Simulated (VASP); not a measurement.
# Te (R-3m) in VASP: a series of runs

Runs on Te. Level: r2SCAN. Tasks: single point.

Program: VASP 6.6.1. These are calculated values, not measurements. Logs are shortened: lines on timing, memory, paths and dates and some standing lists are left out, and cuts for length are marked.

## (1) The cell of the first run

The structure is trigonal, space group R-3m (No. 166). Conventional cell: a = 4.869 Å, b = 4.869 Å, c = 4.552 Å, α = 90.00°, β = 90.00°, γ = 120.00°. Te (site symmetry -3m) has 12 Te at 3.19 to 4.14 Å within 4.2 Å.

## (2) Single point, r2SCAN

File POSCAR:

```
Te
1.0
    2.4342675624      1.4054250325      1.5173216961
   -2.4342675624      1.4054250325      1.5173216961
    0.0000000000     -2.8108500649      1.5173216961
Te
1
Direct
    0.5000000000      0.5000000000      0.5000000000
```

File INCAR.step1:

```
PREC = Accurate
ENCUT = 520
ISMEAR = 0
SIGMA = 0.15
LREAL = False
LASPH = True
NELM = 60
NBANDS = 9
GGA = PE
ALGO = Normal
EDIFF = 1E-4
LWAVE = True
LCHARG = False
```

File INCAR.step2:

```
PREC = Accurate
ENCUT = 520
EDIFF = 1E-6
ISMEAR = 0
SIGMA = 0.15
LREAL = False
LASPH = True
NELM = 60
ALGO = Normal
ISIF = 2
LWAVE = False
LCHARG = False
METAGGA = R2SCAN
LMIXTAU = True
NBANDS = 9
ISTART = 1
```

File KPOINTS:

```
regular mesh
0
Gamma
  18 18 18
```

Potentials or basis: VASP PAW PBE potentials, release 64 (Te).

Command:

```bash
$ cat potpaw_PBE.64/Te/POTCAR > POTCAR
$ cp INCAR.step1 INCAR
$ mpirun -np 1 vasp_std > vasp.out
$ cp INCAR.step2 INCAR
$ mpirun -np 1 vasp_std > vasp.out
```

OUTCAR:

```text
PREC = Accurate
   ENCUT = 520
   EDIFF = 1E-6
   ISMEAR = 0
   LREAL = False
   LASPH = True
   NELM = 60
   ISIF = 2
   METAGGA = R2SCAN
   ISTART = 1

 ion  position               nearest neighbor table
   1  0.500  0.500  0.500-

  LATTYP: Found a trigonal (rhomboedric) cell.
 ALAT       =     3.1942359363
 COS(alpha) =    -0.1615358992

  Lattice vectors:

 A1 = (   2.4342675624,   1.4054250325,   1.5173216961)
 A2 = (  -2.4342675624,   1.4054250325,   1.5173216961)
 A3 = (   0.0000000000,  -2.8108500649,   1.5173216961)

Analysis of symmetry for initial positions (statically):
=====================================================================
 Subroutine PRICEL returns:
 Original cell was already a primitive cell.

 Routine SETGRP: Setting up the symmetry group for a
 trigonal (rhombohedral) supercell.

 Subroutine GETGRP returns: Found 12 space group operations
 (whereof 12 operations were pure point group operations)
 out of a pool of 12 trial point group operations.

The static configuration has the point symmetry D_3d.

Analysis of symmetry for dynamics (positions and initial velocities):
=====================================================================
 Subroutine PRICEL returns:
 Original cell was already a primitive cell.

 Routine SETGRP: Setting up the symmetry group for a
 trigonal (rhombohedral) supercell.

 Subroutine GETGRP returns: Found 12 space group operations
 (whereof 12 operations were pure point group operations)
 out of a pool of 12 trial point group operations.

The dynamic configuration has the point symmetry D_3d.

 Subroutine INISYM returns: Found 12 space group operations
 (whereof 12 operations are pure point group operations),
 and found     1 'primitive' translations

----------------------------------------------------------------------------------------

                                     Primitive cell

  volume of cell :      31.1462

  direct lattice vectors                    reciprocal lattice vectors
     2.434267562  1.405425032  1.517321696     0.205400593  0.118588087  0.219685340
    -2.434267562  1.405425032  1.517321696    -0.205400593  0.118588087  0.219685340
     0.000000000 -2.810850065  1.517321696     0.000000000 -0.237176175  0.219685340

  length of vectors
     3.194235936  3.194235936  3.194235936     0.323286540  0.323286540  0.323286540

  position of ions in fractional coordinates (direct lattice)
     0.500000000  0.500000000  0.500000000

  ion indices of the primitive-cell ions
   primitive index   ion index
                 1           1

----------------------------------------------------------------------------------------

 KPOINTS: regular mesh

Automatic generation of k-mesh.
 Grid dimensions read from file:
 generate k-points for:   18   18   18

 Generating k-lattice:

  Cartesian coordinates                     Fractional coordinates (reciprocal lattice)
     0.011411144  0.006588227  0.012204741     0.055555556  0.000000000 -0.000000000
    -0.011411144  0.006588227  0.012204741     0.000000000  0.055555556 -0.000000000
     0.000000000 -0.013176454  0.012204741     0.000000000  0.000000000  0.055555556

  Length of vectors
     0.017960363  0.017960363  0.017960363

  Shift w.r.t. Gamma in fractional coordinates (k-lattice)
     0.000000000  0.000000000  0.000000000

 Subroutine IBZKPT returns following result:
 ===========================================

 Found    580 irreducible k-points:

 Following reciprocal coordinates:
            Coordinates               Weight
  0.000000  0.000000  0.000000      1.000000
  0.055556 -0.000000 -0.000000      6.000000
  0.111111 -0.000000 -0.000000      6.000000
  0.166667 -0.000000 -0.000000      6.000000
  0.222222 -0.000000 -0.000000      6.000000
  0.277778 -0.000000  0.000000      6.000000
[... 16 lines left out ...]
 -0.277778  0.055556 -0.000000     12.000000
 -0.222222  0.055556  0.000000     12.000000
 [... further k-points ...]
   k-points           NKPTS =    580   k-points in BZ     NKDIM =    580   number of bands    NBANDS=      9
   number of dos      NEDOS =    301   number of ions     NIONS =      1
   total plane-waves  NPLWV =  13824
   dimension x,y,z NGX =    24 NGY =   24 NGZ =   24
   dimension x,y,z NGXF=    48 NGYF=   48 NGZF=   48
   ions per type =               1
   NGX,Y,Z   is equivalent  to a cutoff of  12.49, 12.49, 12.49 a.u.
   NGXF,Y,Z  is equivalent  to a cutoff of  24.98, 24.98, 24.98 a.u.
 SYSTEM =  unknown system
   PREC   = accura    normal or accurate (medium, high low for compatibility)
   ISTART =      1    job   : 0-new  1-cont  2-samecut
   ICHARG =      0    charge: 1-file 2-atom 10-const
   ISPIN  =      1    spin polarized calculation?
   LNONCOLLINEAR =      F non collinear calculations
   LSORBIT =      F    spin-orbit coupling
   LASPH  =      T    aspherical Exc in radial PAW
   ENCUT  =  520.0 eV  38.22 Ry    6.18 a.u.   5.94  5.94  5.94*2*pi/ulx,y,z
   NELM   =     60;   NELMIN=  2; NELMDL=  0     # of ELM steps
   EDIFF  = 0.1E-05   stopping-criterion for ELM
   LREAL  =      F    real-space projection
   EDIFFG = 0.1E-04   stopping-criterion for IOM
   NSW    =      0    number of steps for IOM
   IBRION =     -1    ionic relax: 0-MD 1-quasi-New 2-CG
   NFREE  =      0    steps in history (QN), initial steepest desc. (CG)
   ISIF   =      2    stress and relaxation
   ISYM   =      2    0-nonsym 1-usesym 2-fastsym
   POTIM  = 0.5000    time-step for ionic-motion
   TEBEG  =    0.0;   TEEND  =   0.0 temperature during run
   PSTRESS=    0.0 pullay stress
   NELECT =       6.0000    total number of electrons
   NUPDOWN=      -1.0000    fix difference up-down
   EMIN   =  10.00;   EMAX   =-10.00  energy-range for DOS
   EFERMI =   0.00;   METHOD = LEGACY
   ISMEAR =     0;   SIGMA  =   0.15  broadening in eV -4-tet -1-fermi 0-gaus
   EFERMI_NEDOS =   21; number of points for ismear=-14 and -15
   IALGO  =     38    algorithm
   IMIX   =      4    mixing-type and parameters
     AMIX     =   0.40;   BMIX     =  1.00
     AMIX_MAG =   1.60;   BMIX_MAG =  1.00
  volume/ion in A,a.u.               =      31.15       210.18
  Fermi-wavevector in a.u.,A,eV,Ry     =   0.945490  1.786717 12.162947  0.893951
  Thomas-Fermi vector in A             =   2.073397
   LORBIT       =      0    0 simple, 1 ext, 2 COOP (PROOUT), +10 PAW based schemes
   METAGGA = R2SCAN    functional components
   LHFCALC =     F    Hartree Fock is set to
   AEXX    =    0.0000 exact exchange contribution
   IVDW    =     0    specifies the selected vdW correction
   LEPSILON=     F    determine dielectric tensor
   LRPA    =     F    only Hartree local field effects (RPA)
 non-spin polarized calculation
 Gauss-broadening in eV      SIGMA  =   0.15
  energy-cutoff  :      520.00
  volume of cell :       31.15
 maximum number of plane-waves:       852
   NGX = 11   NGY = 11   NGZ = 11

 number of electron       6.0000000 magnetization

 Free energy of the ion-electron system (eV)
  ---------------------------------------------------
  ext. energy  EPLUGINS =         0.00000000
  ---------------------------------------------------
  free energy    TOTEN  =       -25.30384445 eV

  energy without entropy =      -25.29582606  energy(sigma->0) =      -25.29983525

 E-fermi :   6.8365     XC(G=0): -10.0102

 val. band max:        6.8343433002   @ k =   0.2778   0.1111   0.0000
 cond. band min:       6.8388053770   @ k =  -0.2222   0.2778   0.1667
 fundamental gap:      0.0044620767
 Fermi energy:         6.8364639514

 k-point     1 :       0.0000    0.0000    0.0000
  band No.  band energies     occupation
      1      -7.5321      2.00000
      2       7.6986      0.00000
      3       8.9581      0.00000
      4       8.9581      0.00000
      5      13.8148      0.00000
      6      13.8148      0.00000
      7      14.7321      0.00000
      8      22.1891      0.00000
      9      22.1891      0.00000

 k-point     2 :       0.0556   -0.0000   -0.0000
  band No.  band energies     occupation
      1      -7.4903      2.00000
      2       7.5227      0.00000
      3       8.6537      0.00000
      4       8.9748      0.00000
      5      13.8575      0.00000
      6      14.1575      0.00000
      7      15.0090      0.00000
      8      21.4103      0.00000
      9      21.7162      0.00000

 k-point     3 :       0.1111   -0.0000   -0.0000
  band No.  band energies     occupation
      1      -7.3659      2.00000
      2       6.7535      1.56612
      3       8.3596      0.00000
      4       9.0243      0.00000
      5      13.9789      0.00000
      6      14.5560      0.00000
      7      16.0606      0.00000
      8      20.4425      0.00000
      9      20.8006      0.00000

 k-point     4 :       0.1667   -0.0000   -0.0000
  band No.  band energies     occupation
      1      -7.1629      2.00000
      2       5.5687      2.00000
      3       8.3309      0.00000
      4       9.1048      0.00000
      5      14.1576      0.00000
      6      14.8874      0.00000
      7      17.3745      0.00000
      8      19.8046      0.00000
      9      19.9688      0.00000
[... 205 lines left out ...]
 k-point    22 :      -0.3333    0.0556    0.0000
  band No.  band energies     occupation
      1      -6.2135      2.00000
      2       2.2709      2.00000
      3       8.6625      0.00000
      4       9.4953      0.00000
      5      14.5922      0.00000
      6      15.6833      0.00000
      7      16.4139      0.00000
      8      18.3196      0.00000
      9      22.6040      0.00000

 k-point    23 :      -0.2778    0.0556   -0.0000
  band No.  band energies     occupation
      1      -6.5707      2.00000
      2       3.3383      2.00000
      3       8.5689      0.00000
      4       9.3769      0.00000
      5      14.5056      0.00000
      6      15.4875      0.00000
      7      16.5507      0.00000
      8      18.4127      0.00000
      9      21.5987      0.00000

 k-point    24 :      -0.2222    0.0556    0.0000
  band No.  band energies     occupation
      1      -6.8929      2.00000
      2       4.5333      2.00000
      3       8.4488      0.00000
      4       9.2294      0.00000
      5      14.3602      0.00000
      6      15.1348      0.00000
      7      16.9857      0.00000
      8      18.7855      0.00000
      9      20.1120      0.00000

 [... further k-points ...]

------------------------ aborting loop because EDIFF is reached ----------------------------------------

  FORCE on cell =-STRESS in cart. coord.  units (eV):
  Direction    XX          YY          ZZ          XY          YZ          ZX
  --------------------------------------------------------------------------------------
  -------------------------------------------------------------------------------------
  Total       -0.1776391     -0.1776391      0.2209352      0.0000000      0.0000000      0.0000000
  in kB       -9.1378542     -9.1378542     11.3650278      0.0000000      0.0000000      0.0000000
  external PRESSURE =      -2.3035602 kB  Pullay stress =       0.0000000 kB

 VOLUME and BASIS-vectors are now :
 -----------------------------------------------------------------------------
  energy-cutoff  :      520.00
  volume of cell :       31.15
      direct lattice vectors                 reciprocal lattice vectors
     2.434267562  1.405425032  1.517321696     0.205400593  0.118588087  0.219685340
    -2.434267562  1.405425032  1.517321696    -0.205400593  0.118588087  0.219685340
     0.000000000 -2.810850065  1.517321696     0.000000000 -0.237176175  0.219685340

 POSITION                                       TOTAL-FORCE (eV/Angst)
 -----------------------------------------------------------------------------------
      0.00000      0.00000      2.27598         0.000000      0.000000     -0.000000
 -----------------------------------------------------------------------------------
    total drift:                                0.000000      0.000000     -0.000000

  FREE ENERGIE OF THE ION-ELECTRON SYSTEM (eV)
  ---------------------------------------------------
  free  energy   TOTEN  =       -25.3038444492 eV

  energy  without entropy=      -25.2958260550  energy(sigma->0) =      -25.29983525
```

Wall time 3.6 min (1 thread of AMD EPYC 9R45 (Zen 5), shared host); peak memory 0.24 GiB.

Results:

```
Free energy            : -25.3038 eV
Pressure               : -0.2 GPa
Band gap on the k mesh : zero (bands 3 and 4 overlap by 4.77 eV)
```

Stress tensor (GPa, compression positive):
```
-0.91  0.00  0.00
 0.00 -0.91  0.00
 0.00  0.00  1.14
```

Caveat: the PAW data sets were made with another functional, which shifts forces and pressure a little; spin-orbit coupling is left out, which moves the levels of the heavy elements.

## (3) Single point, r2SCAN

File POSCAR:

```
Te
1.0
    2.1699390656      1.2528149037      1.9094980302
   -2.1699390656      1.2528149037      1.9094980302
    0.0000000000     -2.5056298073      1.9094980303
Te
1
Direct
    0.5000000000      0.5000000000      0.5000000000
```

File INCAR.step1:

```
PREC     = Accurate       # precision mode
ENCUT    = 520            # plane-wave cutoff, eV
ISMEAR   = 0              # smearing method
SIGMA    = 0.15           # smearing width, eV
LREAL    = False          # projectors in reciprocal space
LASPH    = True           # aspherical terms in the spheres
NELM     = 60             # most SCF steps
NBANDS   = 9              # bands
GGA      = PE             # functional
ALGO     = Normal         # electronic algorithm
EDIFF    = 1E-4           # SCF threshold, eV
LWAVE    = True           # write WAVECAR
LCHARG   = False          # write CHGCAR
```

File INCAR.step2:

```
PREC     = Accurate       # precision mode
ENCUT    = 520            # plane-wave cutoff, eV
EDIFF    = 1E-7           # SCF threshold, eV
ISMEAR   = 0              # smearing method
SIGMA    = 0.15           # smearing width, eV
LREAL    = False          # projectors in reciprocal space
LASPH    = True           # aspherical terms in the spheres
NELM     = 60             # most SCF steps
ALGO     = Normal         # electronic algorithm
ISIF     = 2              # what is computed and relaxed
LWAVE    = False          # write WAVECAR
LCHARG   = False          # write CHGCAR
METAGGA  = R2SCAN         # meta-GGA
LMIXTAU  = True         
NBANDS   = 9              # bands
ISTART   = 1
```

File KPOINTS:

```
Automatic mesh
0
Gamma
  18 18 18
```

Potentials or basis: VASP PAW PBE potentials, release 64 (Te).

Command:

```bash
$ cat potpaw_PBE.64/Te/POTCAR > POTCAR
$ cp INCAR.step1 INCAR
$ mpirun -np 1 vasp_std > vasp.out
$ cp INCAR.step2 INCAR
$ mpirun -np 1 vasp_std > vasp.out
```

Run time: 4.2 min. Hardware: 1 thread of AMD EPYC 9R45 (Zen 5), shared host; peak memory 0.24 GiB.

It converged, with:

| Item | Value |
| --- | --- |
| Free energy | -25.3232 eV |
| Pressure | 2.1 GPa |
| Band gap on the k mesh | zero (bands 3 and 4 overlap by 5.82 eV) |

Stress tensor (GPa, compression positive):
```
2.14 0.00 0.00
0.00 2.14 0.00
0.00 0.00 1.98
```

Levels at points of the mesh, in eV from the Fermi level:
| k point | band 1 | band 2 | band 3 | band 4 | band 5 | band 6 | band 7 | band 8 |
| --- | --- | --- | --- | --- | --- | --- | --- | --- |
| (0.00, 0.00, 0.00) | -14.64 | 1.16 | 1.16 | 1.56 | 6.31 | 6.31 | 7.44 | 18.16 |
| (0.50, 0.00, 0.00) | -12.65 | -6.68 | 2.67 | 2.93 | 8.06 | 10.10 | 10.51 | 11.25 |
| (0.50, 0.50, 0.00) | -10.57 | -5.22 | -4.72 | 2.19 | 4.26 | 11.13 | 13.16 | 13.33 |
| (0.50, 0.50, 0.50) | -8.35 | -3.93 | -3.15 | -3.15 | 4.14 | 4.93 | 4.93 | 7.57 |

Caveat: the PAW data sets were made with another functional, which shifts forces and pressure a little; spin-orbit coupling is left out, which moves the levels of the heavy elements.
